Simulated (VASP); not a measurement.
# Co4O5 in VASP: single point with PBEsol

Aim: the single point of Co4O5 with PBEsol.

Everything below comes from runs of VASP 6.6.1. Logs are shortened: lines on timing, memory, paths and dates and some standing lists are left out, and cuts for length are marked.

**1. The cell of the first run**

The cell holds a slab with vacuum, 9 atoms: a = 2.946 Å, b = 2.946 Å, c = 25.250 Å, α = 90.00°, β = 90.00°, γ = 90.00°.

**2. Single point, PBEsol, collinear spin, ferromagnetic start**

INCAR

```
PREC = Accurate
ENCUT = 520
EDIFF = 1E-6
ISMEAR = 0
SIGMA = 0.1
LREAL = F
LASPH = T
NELM = 150
ALGO = Normal
ISIF = 2
LWAVE = F
LCHARG = F
ISPIN = 2
MAGMOM = 2.56 2.74 2.67 2.6 0.32 0.4 0.41 0.36 2
LORBIT = 11
LMAXMIX = 4
LDIPOL = T
IDIPOL = 3
DIPOL = 0.5 0.5 0.483
GGA = PS
NBANDS = 47
```

KPOINTS

```
regular mesh
0
Gamma
  10 10 1
```

POSCAR

```
Co4O5
1.0
    2.9464519461      0.0000000000      0.0000000000
    0.0000000000      2.9464519461      0.0000000000
    0.0000000000      0.0000000000     25.2503684546
Co O
4 5
Direct
    0.5000000000      0.5000000000      0.3366287512
    0.0000000000      0.0000000000      0.4191406621
    0.5000000000      0.5000000000      0.5109491782
    0.0000000000      0.0000000000      0.5819236396
    0.0000000000      0.0000000000      0.3366287512
    0.5000000000      0.5000000000      0.4191406621
    0.0000000000      0.0000000000      0.5013158959
    0.5000000000      0.5000000000      0.5909722610
    0.5000000000      0.5000000000      0.6477126707
```

Potentials or basis: VASP PAW PBE potentials, release 64 (Co, O).

The run is started by

```
cat potpaw_PBE.64/Co/POTCAR potpaw_PBE.64/O/POTCAR > POTCAR
mpirun -np 1 vasp_std > vasp.out
```

OUTCAR:

```text
PREC = Accurate
   ENCUT = 520
   EDIFF = 1E-6
   ISMEAR = 0
   LREAL = F
   LASPH = T
   NELM = 150
   ISIF = 2
   ISPIN = 2
   LORBIT = 11
   GGA = PS

 ion  position               nearest neighbor table
   1  0.500  0.500  0.337-   5 2.08   5 2.08   5 2.08   5 2.08   6 2.08   2 2.95   2 2.95   2 2.95
                             2 2.95
   2  0.000  0.000  0.419-   7 2.07   6 2.08   6 2.08   6 2.08   6 2.08   5 2.08   1 2.95   1 2.95
                             1 2.95   1 2.95   3 3.12   3 3.12   3 3.12   3 3.12
   3  0.500  0.500  0.511-   8 2.02   7 2.10   7 2.10   7 2.10   7 2.10   6 2.32   4 2.75   4 2.75
                             4 2.75   4 2.75   2 3.12   2 3.12   2 3.12   2 3.12
   4  0.000  0.000  0.582-   7 2.04   8 2.10   8 2.10   8 2.10   8 2.10   3 2.75   3 2.75   3 2.75
                             3 2.75
   5  0.000  0.000  0.337-   1 2.08   1 2.08   1 2.08   1 2.08   2 2.08
   6  0.500  0.500  0.419-   2 2.08   2 2.08   2 2.08   2 2.08   1 2.08   3 2.32
   7  0.000  0.000  0.501-   4 2.04   2 2.07   3 2.10   3 2.10   3 2.10   3 2.10
   8  0.500  0.500  0.591-   9 1.43   3 2.02   4 2.10   4 2.10   4 2.10   4 2.10
   9  0.500  0.500  0.648-   8 1.43

  LATTYP: Found a simple tetragonal cell.
 ALAT       =     2.9464519461
 C/A-ratio  =     8.5697540352

  Lattice vectors:

 A1 = (   2.9464519461,   0.0000000000,   0.0000000000)
 A2 = (   0.0000000000,   2.9464519461,   0.0000000000)
 A3 = (   0.0000000000,   0.0000000000,  25.2503684546)

Analysis of symmetry for initial positions (statically):
=====================================================================
 Subroutine PRICEL returns:
 Original cell was already a primitive cell.

 Routine SETGRP: Setting up the symmetry group for a
 simple tetragonal supercell.

 Subroutine GETGRP returns: Found  8 space group operations
 (whereof  8 operations were pure point group operations)
 out of a pool of 16 trial point group operations.

The static configuration has the point symmetry C_4v.

Analysis of symmetry for dynamics (positions and initial velocities):
=====================================================================
 Subroutine PRICEL returns:
 Original cell was already a primitive cell.

 Routine SETGRP: Setting up the symmetry group for a
 simple tetragonal supercell.

 Subroutine GETGRP returns: Found  8 space group operations
 (whereof  8 operations were pure point group operations)
 out of a pool of 16 trial point group operations.

The dynamic configuration has the point symmetry C_4v.

Analysis of structural, dynamic, and magnetic symmetry:
=====================================================================
 Subroutine PRICEL returns:
 Original cell was already a primitive cell.

 Routine SETGRP: Setting up the symmetry group for a
 simple tetragonal supercell.

 Subroutine GETGRP returns: Found  8 space group operations
 (whereof  8 operations were pure point group operations)
 out of a pool of 16 trial point group operations.

The overall configuration has the point symmetry C_4v.

 Subroutine INISYM returns: Found  8 space group operations
 (whereof  8 operations are pure point group operations),
 and found     1 'primitive' translations

----------------------------------------------------------------------------------------

                                     Primitive cell

  volume of cell :     219.2131

  direct lattice vectors                    reciprocal lattice vectors
     2.946451946  0.000000000  0.000000000     0.339391247  0.000000000  0.000000000
     0.000000000  2.946451946  0.000000000     0.000000000  0.339391247  0.000000000
     0.000000000  0.000000000 25.250368455     0.000000000  0.000000000  0.039603382

  length of vectors
     2.946451946  2.946451946 25.250368455     0.339391247  0.339391247  0.039603382

  position of ions in fractional coordinates (direct lattice)
     0.500000000  0.500000000  0.336628751
     0.000000000  0.000000000  0.419140662
     0.500000000  0.500000000  0.510949178
     0.000000000  0.000000000  0.581923640
     0.000000000  0.000000000  0.336628751
     0.500000000  0.500000000  0.419140662
     0.000000000  0.000000000  0.501315896
[... 78 lines left out ...]
   LSORBIT =      F    spin-orbit coupling
   LASPH  =      T    aspherical Exc in radial PAW
   ENCUT  =  520.0 eV  38.22 Ry    6.18 a.u.   5.48  5.48 46.95*2*pi/ulx,y,z
   NELM   =    150;   NELMIN=  2; NELMDL= -5     # of ELM steps
   EDIFF  = 0.1E-05   stopping-criterion for ELM
   LREAL  =      F    real-space projection
   EDIFFG = 0.1E-04   stopping-criterion for IOM
   NSW    =      0    number of steps for IOM
   IBRION =     -1    ionic relax: 0-MD 1-quasi-New 2-CG
   NFREE  =      0    steps in history (QN), initial steepest desc. (CG)
   ISIF   =      2    stress and relaxation
   ISYM   =      2    0-nonsym 1-usesym 2-fastsym
   POTIM  = 0.5000    time-step for ionic-motion
   TEBEG  =    0.0;   TEEND  =   0.0 temperature during run
   PSTRESS=    0.0 pullay stress
   NELECT =      66.0000    total number of electrons
   NUPDOWN=      -1.0000    fix difference up-down
   EMIN   =  10.00;   EMAX   =-10.00  energy-range for DOS
   EFERMI =   0.00;   METHOD = LEGACY
   ISMEAR =     0;   SIGMA  =   0.10  broadening in eV -4-tet -1-fermi 0-gaus
   EFERMI_NEDOS =   21; number of points for ismear=-14 and -15
   IALGO  =     38    algorithm
   IMIX   =      4    mixing-type and parameters
     AMIX     =   0.40;   BMIX     =  1.00
     AMIX_MAG =   1.60;   BMIX_MAG =  1.00
  volume/ion in A,a.u.               =      24.36       164.37
  Fermi-wavevector in a.u.,A,eV,Ry     =   1.097238  2.073478 16.380465  1.203930
  Thomas-Fermi vector in A             =   2.233594
   LORBIT       =     11    0 simple, 1 ext, 2 COOP (PROOUT), +10 PAW based schemes
   GGA     = PS    functional components
   LHFCALC =     F    Hartree Fock is set to
   AEXX    =    0.0000 exact exchange contribution
   IVDW    =     0    specifies the selected vdW correction
   LEPSILON=     F    determine dielectric tensor
   LRPA    =     F    only Hartree local field effects (RPA)
 spin polarized calculation
 Gauss-broadening in eV      SIGMA  =   0.10
  energy-cutoff  :      520.00
  volume of cell :      219.21
 maximum number of plane-waves:      5989
 NGX is ok and might be reduce to    24
   NGX = 11   NGY = 11   NGZ = 93

 dipolmoment           0.000000      0.000000     -0.117889 electrons x Angstroem

 number of electron      65.9999982 magnetization      10.7839234

 dipolmoment           0.000000      0.000000      0.157448 electrons x Angstroem

 Free energy of the ion-electron system (eV)
  ---------------------------------------------------
  ext. energy  EPLUGINS =         0.00000000
  ---------------------------------------------------
  free energy    TOTEN  =       -57.99256324 eV

  energy without entropy =      -57.90906533  energy(sigma->0) =      -57.95081428

 E-fermi :  -0.5606     XC(G=0):  -5.3294

 val. band max:       -0.5606922142   @ k =   0.2000   0.2000   0.0000
 cond. band min:      -0.5600171479   @ k =   0.5000   0.0000   0.0000
 fundamental gap:      0.0006750663
 Fermi energy:        -0.5606341223

 spin component 1

 k-point     1 :       0.0000    0.0000    0.0000
  band No.  band energies     occupation
      1     -24.4466      1.00000
      2     -21.0350      1.00000
      3     -20.4192      1.00000
      4     -19.7471      1.00000
      5     -17.0269      1.00000
      6      -8.7578      1.00000
[... 997 lines left out ...]
     44       6.9117      0.00000
     45       8.1208      0.00000
 Fermi energy:        -0.5606341223

 spin component 2

 k-point     1 :       0.0000    0.0000    0.0000
  band No.  band energies     occupation
      1     -24.1931      1.00000
      2     -20.5191      1.00000
      3     -19.9006      1.00000
      4     -19.1985      1.00000
      5     -16.7144      1.00000
      6      -8.4821      1.00000
[... 997 lines left out ...]
     44       7.6954      0.00000
     45       8.6404      0.00000
 [bands above 45 left out]

------------------------ aborting loop because EDIFF is reached ----------------------------------------

 vacuum level on the upper side and lower side of the slab       (xc-potential included)         1.624        -1.606

  FORCE on cell =-STRESS in cart. coord.  units (eV):
  Direction    XX          YY          ZZ          XY          YZ          ZX
  --------------------------------------------------------------------------------------
  -------------------------------------------------------------------------------------
  Total       -4.9707626     -4.9707626      1.9199281      0.0000000      0.0000000      0.0000000
  in kB      -36.3301477    -36.3301477     14.0323079      0.0000000      0.0000000      0.0000000
  external PRESSURE =     -19.5426625 kB  Pullay stress =       0.0000000 kB

 VOLUME and BASIS-vectors are now :
 -----------------------------------------------------------------------------
  energy-cutoff  :      520.00
  volume of cell :      219.21
      direct lattice vectors                 reciprocal lattice vectors
     2.946451946  0.000000000  0.000000000     0.339391247  0.000000000  0.000000000
     0.000000000  2.946451946  0.000000000     0.000000000  0.339391247  0.000000000
     0.000000000  0.000000000 25.250368455     0.000000000  0.000000000  0.039603382

 POSITION                                       TOTAL-FORCE (eV/Angst)
 -----------------------------------------------------------------------------------
      1.47323      1.47323      8.50000         0.000000     -0.000000      0.590772
      0.00000      0.00000     10.58346        -0.000000     -0.000000     -0.186928
      1.47323      1.47323     12.90166        -0.000000     -0.000000     -1.433749
      0.00000      0.00000     14.69379        -0.000000     -0.000000      0.165669
      0.00000      0.00000      8.50000        -0.000000     -0.000000     -0.335152
      1.47323      1.47323     10.58346        -0.000000      0.000000      0.123829
      0.00000      0.00000     12.65841        -0.000000     -0.000000     -0.085620
      1.47323      1.47323     14.92227        -0.000000     -0.000000      0.916778
      1.47323      1.47323     16.35498         0.000000      0.000000      0.244402
 -----------------------------------------------------------------------------------
    total drift:                                0.000000     -0.000000      0.000521

  FREE ENERGIE OF THE ION-ELECTRON SYSTEM (eV)
  ---------------------------------------------------
  free  energy   TOTEN  =       -57.9925632356 eV

  energy  without entropy=      -57.9090653334  energy(sigma->0) =      -57.95081428

 vacuum level on the upper side and lower side of the slab         6.643         3.336

 total charge

# of ion       s       p       d       tot
------------------------------------------
    1        0.304   0.352   7.167   7.822
    2        0.319   0.408   7.171   7.899
    3        0.297   0.376   7.264   7.937
    4        0.265   0.346   7.325   7.937
    5        1.551   3.381   0.000   4.932
    6        1.554   3.403   0.000   4.957
    7        1.551   3.416   0.000   4.967
    8        1.560   3.385   0.000   4.945
    9        1.620   3.161   0.000   4.781
--------------------------------------------------
tot          9.022  18.226  28.928  56.176

 magnetization (x)

# of ion       s       p       d       tot
------------------------------------------
    1        0.025   0.024   2.373   2.422
    2        0.017   0.017   2.406   2.441
    3        0.018   0.011   2.356   2.385
    4        0.015   0.011   2.109   2.135
    5        0.023   0.238   0.000   0.261
    6        0.030   0.286   0.000   0.315
    7        0.029   0.262   0.000   0.291
    8        0.024   0.137   0.000   0.161
    9        0.000   0.142   0.000   0.142
--------------------------------------------------
tot          0.182   1.127   9.245  10.554
```

Run time: 16 min. Hardware: 1 thread of AMD EPYC 9R45 (Zen 5), shared host; peak memory 0.54 GiB.

Results:

```yaml
Free_energy: -57.9926 eV
Largest_force: 1.434 eV/Å
Net_moment: 10.78 μB per cell
Site_moments: Co +2.42, +2.44, +2.38, +2.13; O +0.26, +0.32, +0.29, +0.16, +0.14 μB
Valence_electrons_inside_the_program's_atomic_spheres: Co 7.82, 7.90, 7.94; O 4.93, 4.96, 4.97, 4.95, 4.78
```

Forces on the atoms (eV/Å):
```
Co   0.000  0.000  0.591
Co   0.000  0.000 -0.187
Co   0.000  0.000 -1.434
Co   0.000  0.000  0.166
O    0.000  0.000 -0.335
O    0.000  0.000  0.124
O    0.000  0.000 -0.086
O    0.000  0.000  0.917
O    0.000  0.000  0.244
```

Levels at points of the mesh, in eV from the Fermi level:
Spin up:
| k point | band 36 | band 37 | band 38 | band 39 | band 40 | band 41 | band 42 | band 43 |
| --- | --- | --- | --- | --- | --- | --- | --- | --- |
| (0.00, 0.00, 0.00) | -1.55 | -1.47 | -0.43 | -0.43 | 0.84 | 1.62 | 2.74 | 3.84 |
| (0.50, 0.00, 0.00) | 0.03 | 0.30 | 0.41 | 0.49 | 3.56 | 4.98 | 5.03 | 5.90 |
| (0.50, 0.50, 0.00) | -1.59 | -1.34 | -1.34 | -1.30 | 3.60 | 5.08 | 5.40 | 6.97 |
Spin down:
```csv
k point,band 26,band 27,band 28,band 29,band 30,band 31
"(0.00, 0.00, 0.00)",-0.33,-0.30,-0.15,0.06,0.06,0.10
"(0.50, 0.00, 0.00)",-0.16,-0.10,-0.05,0.00,0.18,0.21
"(0.50, 0.50, 0.00)",0.12,0.15,0.17,0.17,0.22,0.26
```

Caveat: the PAW data sets were made with another functional, which shifts forces and pressure a little; semilocal functionals often make such compounds metallic where correlation or magnetic order opens a gap, which also shifts bond lengths.
